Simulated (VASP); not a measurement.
# SnSe (F-43m) in VASP: a series of runs

The runs below take SnSe through single point, relaxation of cell and atoms, with PBEsol.

Everything below comes from runs of VASP 6.6.1. Logs are shortened: lines on timing, memory, paths and dates and some standing lists are left out, and cuts for length are marked.

### 1 The cell of the first run

The structure is cubic, space group F-43m (No. 216). Conventional cell: a = 6.652 Å, b = 6.652 Å, c = 6.652 Å, α = 90.00°, β = 90.00°, γ = 90.00°. Sn (site symmetry -43m) has 4 Se at 2.88 Å within 3.8 Å. Within 3.8 Å of Se (site symmetry -43m) lie 4 Sn at 2.88 Å.

### 2 Single point, PBEsol

Input file INCAR:

```
SYSTEM = SnSe
  PREC = Accurate
  ENCUT = 520
  EDIFF = 1E-6
  ISMEAR = -1
  SIGMA = 0.03
  LREAL = .FALSE.
  LASPH = .TRUE.
  NELM = 100
  ALGO = Normal
  ISIF = 2
  LWAVE = .FALSE.
  LCHARG = .FALSE.
  GGA = PS
  NBANDS = 17
```

Input file KPOINTS:

```
regular mesh
0
G
  6 6 6
  0 0 0
```

Input file POSCAR:

```
SnSe
1.0
    0.0000000000      3.3261948283      3.3261948283
    3.3261948283      0.0000000000      3.3261948283
    3.3261948283      3.3261948283      0.0000000000
Sn Se
1 1
Direct
    0.0000000000      0.0000000000      0.0000000000
    0.2500000000      0.2500000000      0.2500000000
```

Potentials or basis: VASP PAW PBE potentials, release 64 (Sn_d, Se).

Command:

```
cat potpaw_PBE.64/Sn_d/POTCAR potpaw_PBE.64/Se/POTCAR > POTCAR
mpirun -np 1 vasp_std > vasp.out
```

OUTCAR:

```text
SYSTEM = SnSe
   PREC = Accurate
   ENCUT = 520
   EDIFF = 1E-6
   ISMEAR = -1
   LREAL = .FALSE.
   LASPH = .TRUE.
   NELM = 100
   ISIF = 2
   GGA = PS

 ion  position               nearest neighbor table
   1  0.000  0.000  0.000-   2 2.88   2 2.88   2 2.88   2 2.88
   2  0.250  0.250  0.250-   1 2.88   1 2.88   1 2.88   1 2.88

  LATTYP: Found a face centered cubic cell.
 ALAT       =     6.6523896566

  Lattice vectors:

 A1 = (   0.0000000000,   3.3261948283,   3.3261948283)
 A2 = (   3.3261948283,   0.0000000000,   3.3261948283)
 A3 = (   3.3261948283,   3.3261948283,   0.0000000000)

Analysis of symmetry for initial positions (statically):
=====================================================================
 Subroutine PRICEL returns:
 Original cell was already a primitive cell.

 Routine SETGRP: Setting up the symmetry group for a
 face centered cubic supercell.

 Subroutine GETGRP returns: Found 24 space group operations
 (whereof 24 operations were pure point group operations)
 out of a pool of 48 trial point group operations.

The static configuration has the point symmetry T_d .

Analysis of symmetry for dynamics (positions and initial velocities):
=====================================================================
 Subroutine PRICEL returns:
 Original cell was already a primitive cell.

 Routine SETGRP: Setting up the symmetry group for a
 face centered cubic supercell.

 Subroutine GETGRP returns: Found 24 space group operations
 (whereof 24 operations were pure point group operations)
 out of a pool of 48 trial point group operations.

The dynamic configuration has the point symmetry T_d .

 Subroutine INISYM returns: Found 24 space group operations
 (whereof 24 operations are pure point group operations),
 and found     1 'primitive' translations

----------------------------------------------------------------------------------------

                                     Primitive cell

  volume of cell :      73.5992

  direct lattice vectors                    reciprocal lattice vectors
     0.000000000  3.326194828  3.326194828    -0.150321922  0.150321922  0.150321922
     3.326194828  0.000000000  3.326194828     0.150321922 -0.150321922  0.150321922
     3.326194828  3.326194828  0.000000000     0.150321922  0.150321922 -0.150321922

  length of vectors
     4.703949837  4.703949837  4.703949837     0.260365207  0.260365207  0.260365207

  position of ions in fractional coordinates (direct lattice)
     0.000000000  0.000000000  0.000000000
[... 68 lines left out ...]
   NELM   =    100;   NELMIN=  2; NELMDL= -5     # of ELM steps
   EDIFF  = 0.1E-05   stopping-criterion for ELM
   LREAL  =      F    real-space projection
   EDIFFG = 0.1E-04   stopping-criterion for IOM
   NSW    =      0    number of steps for IOM
   IBRION =     -1    ionic relax: 0-MD 1-quasi-New 2-CG
   NFREE  =      0    steps in history (QN), initial steepest desc. (CG)
   ISIF   =      2    stress and relaxation
   ISYM   =      2    0-nonsym 1-usesym 2-fastsym
   POTIM  = 0.5000    time-step for ionic-motion
   TEBEG  =    0.0;   TEEND  =   0.0 temperature during run
   PSTRESS=    0.0 pullay stress
   NELECT =      20.0000    total number of electrons
   NUPDOWN=      -1.0000    fix difference up-down
   EMIN   =  10.00;   EMAX   =-10.00  energy-range for DOS
   EFERMI =   0.00;   METHOD = LEGACY
   ISMEAR =    -1;   SIGMA  =   0.03  broadening in eV -4-tet -1-fermi 0-gaus
   EFERMI_NEDOS =   21; number of points for ismear=-14 and -15
   IALGO  =     38    algorithm
   IMIX   =      4    mixing-type and parameters
     AMIX     =   0.40;   BMIX     =  1.00
     AMIX_MAG =   1.60;   BMIX_MAG =  1.00
  volume/ion in A,a.u.               =      36.80       248.34
  Fermi-wavevector in a.u.,A,eV,Ry     =   1.060377  2.003823 15.298395  1.124400
  Thomas-Fermi vector in A             =   2.195756
   LORBIT       =      0    0 simple, 1 ext, 2 COOP (PROOUT), +10 PAW based schemes
   GGA     = PS    functional components
   LHFCALC =     F    Hartree Fock is set to
   AEXX    =    0.0000 exact exchange contribution
   IVDW    =     0    specifies the selected vdW correction
   LEPSILON=     F    determine dielectric tensor
   LRPA    =     F    only Hartree local field effects (RPA)
 non-spin polarized calculation
  energy-cutoff  :      520.00
  volume of cell :       73.60
 maximum number of plane-waves:      2006
   NGX = 17   NGY = 17   NGZ = 17

 number of electron      20.0000002 magnetization

 Free energy of the ion-electron system (eV)
  ---------------------------------------------------
  ext. energy  EPLUGINS =         0.00000000
  ---------------------------------------------------
  free energy    TOTEN  =        -8.31930077 eV

  energy without entropy =       -8.31715440  energy(sigma->0) =       -8.31822759

 E-fermi :   3.0733     XC(G=0):  -8.1855

 val. band max:        3.0352220166   @ k =  -0.3333   0.5000   0.1667
 cond. band min:       3.2265710215   @ k =   0.3333   0.3333   0.0000
 fundamental gap:      0.1913490049
 Fermi energy:         3.0732655420

 k-point     1 :       0.0000    0.0000    0.0000
  band No.  band energies     occupation
      1     -18.5213      2.00000
      2     -18.5213      2.00000
      3     -18.5213      2.00000
      4     -18.5047      2.00000
      5     -18.5047      2.00000
      6     -10.3356      2.00000
[... 297 lines left out ...]
      4     -18.5061      2.00000
      5     -18.5028      2.00000
      6      -9.6424      2.00000
[... 9 lines left out ...]
     16      11.9815      0.00000
     17      12.1447      0.00000

------------------------ aborting loop because EDIFF is reached ----------------------------------------

  FORCE on cell =-STRESS in cart. coord.  units (eV):
  Direction    XX          YY          ZZ          XY          YZ          ZX
  --------------------------------------------------------------------------------------
  -------------------------------------------------------------------------------------
  Total        0.0175051      0.0175051      0.0175051      0.0000000     -0.0000000      0.0000000
  in kB        0.3810685      0.3810685      0.3810685      0.0000000     -0.0000000      0.0000000
  external PRESSURE =       0.3810685 kB  Pullay stress =       0.0000000 kB

 VOLUME and BASIS-vectors are now :
 -----------------------------------------------------------------------------
  energy-cutoff  :      520.00
  volume of cell :       73.60
      direct lattice vectors                 reciprocal lattice vectors
     0.000000000  3.326194828  3.326194828    -0.150321922  0.150321922  0.150321922
     3.326194828  0.000000000  3.326194828     0.150321922 -0.150321922  0.150321922
     3.326194828  3.326194828  0.000000000     0.150321922  0.150321922 -0.150321922

 POSITION                                       TOTAL-FORCE (eV/Angst)
 -----------------------------------------------------------------------------------
      0.00000      0.00000      0.00000        -0.000000     -0.000000     -0.000000
      1.66310      1.66310      1.66310         0.000000      0.000000      0.000000
 -----------------------------------------------------------------------------------
    total drift:                               -0.000000     -0.000000     -0.000000

  FREE ENERGIE OF THE ION-ELECTRON SYSTEM (eV)
  ---------------------------------------------------
  free  energy   TOTEN  =        -8.3193007698 eV

  energy  without entropy=       -8.3171544034  energy(sigma->0) =       -8.31822759
```

stdout:

```text
POSCAR found type information on POSCAR SnSe
 POSCAR found :  2 types and       2 ions
 scaLAPACK will be used
 -----------------------------------------------------------------------------
|                                                                             |
|                                                                             |
|     You enforced a specific xc type in the INCAR file but a different       |
|     I HOPE YOU KNOW WHAT YOU ARE DOING!                                     |
|                                                                             |
 -----------------------------------------------------------------------------

 LDA part: xc-table for (Slater+PW92), standard interpolation
 POSCAR, INCAR and KPOINTS ok, starting setup
 FFT: planning ... GRIDC
 FFT: planning ... GRID_SOFT
 FFT: planning ... GRID
 WAVECAR not read
 entering main loop
```

It took 22 s on 1 thread of AMD EPYC 7R13 (Zen 3), shared host; peak memory 0.17 GiB.

Results:

| Item | Value |
| --- | --- |
| Free energy | -8.3193 eV |
| Pressure | 0.0 GPa |
| Band gap on the k mesh | zero (band 10 reaches 3.04 eV, above the bottom of band 11 at 3.02 eV) |

Caveat: the PAW data sets were made with another functional, which shifts forces and pressure a little; spin-orbit coupling is left out, which moves the levels of the heavy elements.

### 3 Relaxation of cell and atoms, PBEsol

This run uses another cell than the first one, of 25.14 Å³/atom, 0.683 times its volume.

Input file INCAR:

```
SYSTEM = SnSe
PREC = Accurate ; ENCUT = 600
EDIFF = 1E-7 ; ISMEAR = -1
SIGMA = 0.03 ; LREAL = .FALSE.
LASPH = .TRUE. ; NELM = 60
ALGO = Normal ; ISIF = 3
LWAVE = .FALSE. ; LCHARG = .FALSE.
GGA = PS ; IBRION = 2
NSW = 100 ; EDIFFG = -0.01
```

Input file KPOINTS:

```
Automatic mesh
0
G
  6 6 6
  0 0 0
```

Input file POSCAR:

```
SnSe
1.0
    0.0000000000      2.9293597958      2.9293597958
    2.9293597958      0.0000000000      2.9293597958
    2.9293597958      2.9293597958      0.0000000000
Sn Se
1 1
Direct
    0.0000000000      0.0000000000      0.0000000000
    0.2500000000      0.2500000000      0.2500000000
```

Potentials or basis: VASP PAW PBE potentials, release 64 (Sn_d, Se).

Command:

```
cat potpaw_PBE.64/Sn_d/POTCAR potpaw_PBE.64/Se/POTCAR > POTCAR
mpirun -np 1 vasp_std > vasp.out
```

It took 73 s on 1 thread of AMD EPYC 7R13 (Zen 3), shared host; peak memory 0.19 GiB.

The run converged. Its results:

* Free energy: -8.3157 eV
* Relaxed volume: 36.87 Å³/atom
* Relaxed cell: a = 4.707 Å, b = 4.707 Å, c = 4.707 Å, α = 60.00°, β = 60.00°, γ = 60.00°
* Space group after relaxing (to 0.05 Å): F-43m (No. 216)
* Energy gained by relaxing: 705.5 meV/atom
* Ionic steps: 5
* Pressure after relaxing: 0.0 GPa
* Band gap on the k mesh: zero (band 10 reaches 3.02 eV, above the bottom of band 11 at 3.01 eV)

Step by step:
```csv
step,energy change (eV),largest force (eV/Å),pressure (GPa),volume (Å³)
1,0.0000,0.0000,26.54,50.27
2,-1.2228,0.0000,-4.03,87.07
3,-1.4102,0.0000,0.34,72.98
4,-1.4109,0.0000,-0.06,73.87
5,-1.4110,0.0000,0.01,73.73
```

Final structure:
```xyz
2
Lattice="0.0000 3.3282 3.3282 3.3282 0.0000 3.3282 3.3282 3.3282 0.0000" Properties=species:S:1:pos:R:3 pbc="T T T"
Sn    6.6564    3.3282    3.3282
Se    1.6641    1.6641    1.6641
```

Levels at points of the mesh, in eV from the Fermi level:
```csv
k point,band 8,band 9,band 10,band 11,band 12,band 13
"(0.00, 0.00, 0.00)",-2.32,-2.32,-2.32,1.51,1.51,1.51
"(0.50, 0.00, 0.00)",-2.86,-2.86,-2.18,2.28,2.28,3.47
"(0.50, 0.50, 0.00)",-3.59,-3.59,-0.59,-0.05,4.53,4.53
```

Caveat: the volume moved by over 15 % at a fixed basis, so the end points are rough; the PAW data sets were made with another functional, which shifts forces and pressure a little; spin-orbit coupling is left out, which moves the levels of the heavy elements.
